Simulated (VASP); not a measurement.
# SrLi2SnS4 (I-42m) in VASP: a series of runs

Runs on SrLi2SnS4. Level: PBE. Tasks: single point.

Everything below comes from runs of VASP 6.6.1. Logs are shortened: lines on timing, memory, paths and dates and some standing lists are left out, and cuts for length are marked.

## Step 1: The cell of the first run

It takes space group I-42m (No. 121, tetragonal). The conventional cell has a = 6.564 Å, b = 6.564 Å, c = 7.945 Å, α = 90.00°, β = 90.00°, γ = 90.00°. Within 3.2 Å of Li (site symmetry -4) lie 4 S at 2.43 Å. Within 4.0 Å of Sr (site symmetry -42m) lie 8 S at 3.03 to 3.25 Å and 8 Li at 3.84 Å and 2 Sn at 3.97 Å. Sn (site symmetry -42m) has 4 S at 2.37 Å within 3.1 Å. Within 3.1 Å of S (site symmetry m) lie 1 Sn at 2.37 Å and 2 Li at 2.43 Å and 1 Sr at 3.03 Å.

## Step 2: Single point, PBE (21.39 Å³/atom)

The input, INCAR:

```
  PREC = Accurate
  ENCUT = 520
  EDIFF = 1E-6
  ISMEAR = 0
  SIGMA = 0.01
  LREAL = F
  LASPH = T
  NELM = 60
  ALGO = Normal
  ISIF = 2
  LWAVE = F
  LCHARG = T
  GGA = PE
  LELF = T
  LVHAR = T
  NBANDS = 37
```

The input, KPOINTS:

```
regular mesh
0
Gamma
  4 4 4
```

The input, POSCAR:

```
SrLi2SnS4
1.0
   -3.2817746021      3.2817746021      3.9722564601
    3.2817746021     -3.2817746021      3.9722564601
    3.2817746021      3.2817746021     -3.9722564601
Li Sr Sn S
2 1 1 4
Direct
    0.2500000000      0.7500000000      0.5000000000
    0.7500000000      0.2500000000      0.5000000000
    0.5000000000      0.5000000000      0.0000000000
    0.0000000000      0.0000000000      0.0000000000
    0.0370007284      0.0370007284      0.4170733957
    0.9629992716      0.3800726673      0.0000000000
    0.6199273327      0.6199273327      0.5829266043
    0.3800726673      0.9629992716      0.0000000000
```

Potentials or basis: VASP PAW PBE potentials, release 64 (Li_sv, Sr_sv, Sn_d, S).

The run is started by

```sh
$ cat potpaw_PBE.64/Li_sv/POTCAR potpaw_PBE.64/Sr_sv/POTCAR potpaw_PBE.64/Sn_d/POTCAR potpaw_PBE.64/S/POTCAR > POTCAR
$ mpirun -np 1 vasp_std > vasp.out
```

OUTCAR:

```text
PREC = Accurate
   ENCUT = 520
   EDIFF = 1E-6
   ISMEAR = 0
   LREAL = F
   LASPH = T
   NELM = 60
   ISIF = 2
   GGA = PE

 ion  position               nearest neighbor table
   1  0.250  0.750  0.500-   5 2.43   7 2.43   8 2.43   6 2.43   3 3.84   3 3.84   3 3.84   3 3.84

   2  0.750  0.250  0.500-   5 2.43   6 2.43   7 2.43   8 2.43   3 3.84   3 3.84   3 3.84   3 3.84

   3  0.500  0.500  0.000-   7 3.03   6 3.03   8 3.03   5 3.03   5 3.25   8 3.25   6 3.25   7 3.25
                             2 3.84   1 3.84   1 3.84   2 3.84   1 3.84   1 3.84   2 3.84   2 3.84
   4  0.000  0.000  0.000-   5 2.37   6 2.37   7 2.37   8 2.37   3 3.97   3 3.97
   5  0.037  0.037  0.417-   4 2.37   2 2.43   1 2.43   3 3.03   3 3.25
   6  0.963  0.380  0.000-   4 2.37   1 2.43   2 2.43   3 3.03   3 3.25
   7  0.620  0.620  0.583-   4 2.37   2 2.43   1 2.43   3 3.03   3 3.25
   8  0.380  0.963  0.000-   4 2.37   2 2.43   1 2.43   3 3.03   3 3.25

  LATTYP: Found a body centered tetragonal cell.
 ALAT       =     6.5635492042
 C/A-ratio  =     1.2103989279

  Lattice vectors:

 A1 = (  -3.2817746021,   3.2817746021,   3.9722564601)
 A2 = (   3.2817746021,  -3.2817746021,   3.9722564601)
 A3 = (   3.2817746021,   3.2817746021,  -3.9722564601)

Analysis of symmetry for initial positions (statically):
=====================================================================
 Subroutine PRICEL returns:
 Original cell was already a primitive cell.

 Routine SETGRP: Setting up the symmetry group for a
 body centered tetragonal supercell.

 Subroutine GETGRP returns: Found  8 space group operations
 (whereof  8 operations were pure point group operations)
 out of a pool of 16 trial point group operations.

The static configuration has the point symmetry D_2d.

Analysis of symmetry for dynamics (positions and initial velocities):
=====================================================================
 Subroutine PRICEL returns:
 Original cell was already a primitive cell.

 Routine SETGRP: Setting up the symmetry group for a
 body centered tetragonal supercell.

 Subroutine GETGRP returns: Found  8 space group operations
 (whereof  8 operations were pure point group operations)
 out of a pool of 16 trial point group operations.

The dynamic configuration has the point symmetry D_2d.

 Subroutine INISYM returns: Found  8 space group operations
 (whereof  8 operations are pure point group operations),
 and found     1 'primitive' translations

----------------------------------------------------------------------------------------

                                     Primitive cell

  volume of cell :     171.1255

  direct lattice vectors                    reciprocal lattice vectors
    -3.281774602  3.281774602  3.972256460     0.000000000  0.152356594  0.125873041
     3.281774602 -3.281774602  3.972256460     0.152356594  0.000000000  0.125873041
     3.281774602  3.281774602 -3.972256460     0.152356594  0.152356594  0.000000000

  length of vectors
     6.108920564  6.108920564  6.108920564     0.197627311  0.197627311  0.215464761

  position of ions in fractional coordinates (direct lattice)
     0.250000000  0.750000000  0.500000000
     0.750000000  0.250000000  0.500000000
     0.500000000  0.500000000  0.000000000
     0.000000000  0.000000000  0.000000000
     0.037000728  0.037000728  0.417073396
     0.962999272  0.380072667  0.000000000
     0.619927333  0.619927333  0.582926604
     0.380072667  0.962999272  0.000000000

  ion indices of the primitive-cell ions
   primitive index   ion index
                 1           1
                 2           2
                 3           3
                 4           4
                 5           5
                 6           6
                 7           7
                 8           8

----------------------------------------------------------------------------------------

 KPOINTS: regular mesh

Automatic generation of k-mesh.
 Grid dimensions read from file:
 generate k-points for:    4    4    4

 Generating k-lattice:

  Cartesian coordinates                     Fractional coordinates (reciprocal lattice)
     0.000000000  0.038089148  0.031468260     0.250000000  0.000000000  0.000000000
     0.038089148  0.000000000  0.031468260     0.000000000  0.250000000  0.000000000
     0.038089148  0.038089148  0.000000000     0.000000000  0.000000000  0.250000000

  Length of vectors
     0.049406828  0.049406828  0.053866190

  Shift w.r.t. Gamma in fractional coordinates (k-lattice)
     0.000000000  0.000000000  0.000000000

 Subroutine IBZKPT returns following result:
 ===========================================

 Found     13 irreducible k-points:

 Following reciprocal coordinates:
            Coordinates               Weight
  0.000000  0.000000  0.000000      1.000000
  0.250000 -0.000000  0.000000      8.000000
  0.500000 -0.000000  0.000000      4.000000
  0.250000  0.250000  0.000000      8.000000
  0.500000  0.250000  0.000000     16.000000
 -0.250000  0.250000  0.000000      4.000000
  0.500000  0.500000  0.000000      2.000000
  0.250000  0.250000  0.250000      2.000000
 -0.250000  0.250000  0.250000      4.000000
  0.500000  0.500000  0.250000      4.000000
 -0.250000  0.500000  0.250000      8.000000
 -0.250000 -0.250000  0.250000      2.000000
  0.500000  0.500000  0.500000      1.000000
   k-points           NKPTS =     13   k-points in BZ     NKDIM =     13   number of bands    NBANDS=     37
   number of dos      NEDOS =    301   number of ions     NIONS =      8
   total plane-waves  NPLWV = 110592
   dimension x,y,z NGX =    48 NGY =   48 NGZ =   48
   dimension x,y,z NGXF=    96 NGYF=   96 NGZF=   96
   ions per type =               2   1   1   4
   NGX,Y,Z   is equivalent  to a cutoff of  13.06, 13.06, 13.06 a.u.
   NGXF,Y,Z  is equivalent  to a cutoff of  26.13, 26.13, 26.13 a.u.
 SYSTEM =  unknown system
   PREC   = accura    normal or accurate (medium, high low for compatibility)
   ISTART =      0    job   : 0-new  1-cont  2-samecut
   ICHARG =      2    charge: 1-file 2-atom 10-const
   ISPIN  =      1    spin polarized calculation?
   LNONCOLLINEAR =      F non collinear calculations
   LSORBIT =      F    spin-orbit coupling
   LASPH  =      T    aspherical Exc in radial PAW
   ENCUT  =  520.0 eV  38.22 Ry    6.18 a.u.  11.36 11.36 11.36*2*pi/ulx,y,z
   NELM   =     60;   NELMIN=  2; NELMDL= -5     # of ELM steps
   EDIFF  = 0.1E-05   stopping-criterion for ELM
   LREAL  =      F    real-space projection
   EDIFFG = 0.1E-04   stopping-criterion for IOM
   NSW    =      0    number of steps for IOM
   IBRION =     -1    ionic relax: 0-MD 1-quasi-New 2-CG
   NFREE  =      0    steps in history (QN), initial steepest desc. (CG)
   ISIF   =      2    stress and relaxation
   ISYM   =      2    0-nonsym 1-usesym 2-fastsym
   POTIM  = 0.5000    time-step for ionic-motion
   TEBEG  =    0.0;   TEEND  =   0.0 temperature during run
   PSTRESS=    0.0 pullay stress
   NELECT =      54.0000    total number of electrons
   NUPDOWN=      -1.0000    fix difference up-down
   EMIN   =  10.00;   EMAX   =-10.00  energy-range for DOS
   EFERMI =   0.00;   METHOD = LEGACY
   ISMEAR =     0;   SIGMA  =   0.01  broadening in eV -4-tet -1-fermi 0-gaus
   EFERMI_NEDOS =   21; number of points for ismear=-14 and -15
   IALGO  =     38    algorithm
   IMIX   =      4    mixing-type and parameters
     AMIX     =   0.40;   BMIX     =  1.00
     AMIX_MAG =   1.60;   BMIX_MAG =  1.00
  volume/ion in A,a.u.               =      21.39       144.35
  Fermi-wavevector in a.u.,A,eV,Ry     =   1.114554  2.106202 16.901577  1.242231
  Thomas-Fermi vector in A             =   2.251150
   LORBIT       =      0    0 simple, 1 ext, 2 COOP (PROOUT), +10 PAW based schemes
   GGA     = PE    functional components
   LHFCALC =     F    Hartree Fock is set to
   AEXX    =    0.0000 exact exchange contribution
   IVDW    =     0    specifies the selected vdW correction
   LEPSILON=     F    determine dielectric tensor
   LRPA    =     F    only Hartree local field effects (RPA)
 non-spin polarized calculation
 Gauss-broadening in eV      SIGMA  =   0.01
  energy-cutoff  :      520.00
  volume of cell :      171.13
 maximum number of plane-waves:      4634
 NGX is ok and might be reduce to    48
   NGX = 23   NGY = 23   NGZ = 23

 number of electron      53.9999996 magnetization

 Free energy of the ion-electron system (eV)
  ---------------------------------------------------
  ext. energy  EPLUGINS =         0.00000000
  ---------------------------------------------------
  free energy    TOTEN  =       -35.56229611 eV

  energy without entropy =      -35.56229611  energy(sigma->0) =      -35.56229611

 E-fermi :   3.1348     XC(G=0):  -9.0158

 val. band max:        3.0831010165   @ k =   0.5000   0.5000   0.5000
 cond. band min:       5.7293565333   @ k =   0.5000   0.5000   0.5000
 fundamental gap:      2.6462555167
 Fermi energy:         3.1348417527

 k-point     1 :       0.0000    0.0000    0.0000
  band No.  band energies     occupation
      1     -41.3927      2.00000
      2     -41.3923      2.00000
      3     -30.9239      2.00000
      4     -17.8544      2.00000
      5     -17.8544      2.00000
      6     -17.8437      2.00000
[... 29 lines left out ...]
     36       9.8550      0.00000
     37       9.8553      0.00000

 k-point     2 :       0.2500   -0.0000    0.0000
  band No.  band energies     occupation
      1     -41.3926      2.00000
      2     -41.3923      2.00000
      3     -30.9239      2.00000
      4     -17.8540      2.00000
      5     -17.8540      2.00000
      6     -17.8435      2.00000
[... 29 lines left out ...]
     36       9.7178      0.00000
     37      10.0293      0.00000
[... 398 lines left out ...]
     36       9.5191      0.00000
     37       9.9357      0.00000

 k-point    13 :       0.5000    0.5000    0.5000
  band No.  band energies     occupation
      1     -41.3925      2.00000
      2     -41.3924      2.00000
      3     -30.9237      2.00000
      4     -17.8527      2.00000
      5     -17.8527      2.00000
      6     -17.8429      2.00000
[... 29 lines left out ...]
     36       9.8028      0.00000
     37      10.2978      0.00000

------------------------ aborting loop because EDIFF is reached ----------------------------------------

  FORCE on cell =-STRESS in cart. coord.  units (eV):
  Direction    XX          YY          ZZ          XY          YZ          ZX
  --------------------------------------------------------------------------------------
  -------------------------------------------------------------------------------------
  Total        4.1046167      4.1046167      3.3000123      0.0000000      0.0000000      0.0000000
  in kB       38.4298266     38.4298266     30.8966485      0.0000000      0.0000000      0.0000000
  external PRESSURE =      35.9187672 kB  Pullay stress =       0.0000000 kB

 VOLUME and BASIS-vectors are now :
 -----------------------------------------------------------------------------
  energy-cutoff  :      520.00
  volume of cell :      171.13
      direct lattice vectors                 reciprocal lattice vectors
    -3.281774602  3.281774602  3.972256460     0.000000000  0.152356594  0.125873041
     3.281774602 -3.281774602  3.972256460     0.152356594  0.000000000  0.125873041
     3.281774602  3.281774602 -3.972256460     0.152356594  0.152356594  0.000000000

 POSITION                                       TOTAL-FORCE (eV/Angst)
 -----------------------------------------------------------------------------------
      3.28177      0.00000      1.98613         0.000000      0.000000     -0.000000
      0.00000      3.28177      1.98613         0.000000      0.000000     -0.000000
      0.00000      0.00000      3.97226         0.000000      0.000000     -0.000000
      0.00000      0.00000      0.00000         0.000000      0.000000     -0.000000
      1.36874      1.36874     -1.36277         0.241198      0.241198     -0.236179
     -1.91303      1.91303      5.33503         0.241198     -0.241198      0.236179
      1.91303      1.91303      2.60949        -0.241198     -0.241198     -0.236179
      1.91303     -1.91303      5.33503        -0.241198      0.241198      0.236179
 -----------------------------------------------------------------------------------
    total drift:                               -0.000001     -0.000001     -0.000002

  FREE ENERGIE OF THE ION-ELECTRON SYSTEM (eV)
  ---------------------------------------------------
  free  energy   TOTEN  =       -35.5622961055 eV

  energy  without entropy=      -35.5622961055  energy(sigma->0) =      -35.56229611
```

It took 91 s on 1 thread of Oxide Virtual Turin-like, shared host; peak memory 0.33 GiB.

What came out:

| Item | Value |
| --- | --- |
| Free energy | -35.5623 eV |
| Largest force | 0.415 eV/Å |
| Band gap on the k mesh | 2.65 eV |

Forces on the atoms (eV/Å):
```
Li   0.000  0.000  0.000
Li   0.000  0.000  0.000
Sr   0.000  0.000  0.000
Sn   0.000  0.000  0.000
S    0.241  0.241 -0.236
S    0.241 -0.241  0.236
S   -0.241 -0.241 -0.236
S   -0.241  0.241  0.236
```

Levels at points of the mesh, in eV from the valence-band top:
| k point | band 23 | band 24 | band 25 | band 26 | band 27 | band 28 | band 29 | band 30 | band 31 | band 32 |
| --- | --- | --- | --- | --- | --- | --- | --- | --- | --- | --- |
| (0.00, 0.00, 0.00) | -1.04 | -1.02 | -0.52 | -0.35 | -0.35 | 2.79 | 4.01 | 4.72 | 4.98 | 5.49 |
| (0.50, 0.00, 0.00) | -1.30 | -1.27 | -0.90 | -0.68 | -0.49 | 3.08 | 3.84 | 4.89 | 4.98 | 5.26 |
| (0.50, 0.50, 0.00) | -1.36 | -1.31 | -1.15 | -1.11 | -0.51 | 3.20 | 4.31 | 4.70 | 4.82 | 4.86 |
| (0.50, 0.50, 0.50) | -2.01 | -1.79 | -0.52 | -0.52 | 0.00 | 2.65 | 4.12 | 4.12 | 4.62 | 5.56 |

Caveat: the cutoff is under 1.25 times the usual one of these potentials, so pressure, stress and relaxed cells hold a basis-set (Pulay) error; spin-orbit coupling is left out, which moves the levels of the heavy elements.

(Continued in part 2 of 2.)
